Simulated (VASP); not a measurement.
Runs of VASP 6.6.1 on Au. The structure is that of space group Fm-3m (No. 225), or close to it. The cells are those of the table. 

| task | cell | cutoff (eV) | k mesh for the DOS | occupations for the DOS | gap on the mesh (eV) | pressure (GPa) |
| --- | --- | --- | --- | --- | --- | --- |
| single point | a = 2.804 Å, angles 60.0°, 1 atom | 520 | - | - | none | 14.9 |
| single point | a = 2.863 Å, angles 60.0°, 1 atom | 520 | - | - | none | 0.5 |
| single point | a = 2.657 Å, angles 60.0°, 1 atom | 520 | - | - | none | (a) |
| relaxation of cell and atoms | relaxed from a = 2.883 Å, angles 60.0°, 1 atom | 600 | - | - | none | 0.0 |

Alike in all rows: level LDA; potentials or basis VASP PAW LDA potentials, release 64 (Au); no spin polarisation; k mesh 18 × 18 × 18; smearing fermi-dirac 0.08 eV.

Fill in the values left out.

(a) 82.1.

Caveats: spin-orbit coupling is left out, which moves the levels of the heavy elements.

A k mesh can miss the band edges, and the runs leave out spin-orbit coupling on Au.

A gap of «none» marks levels without a gap at the run's occupations.
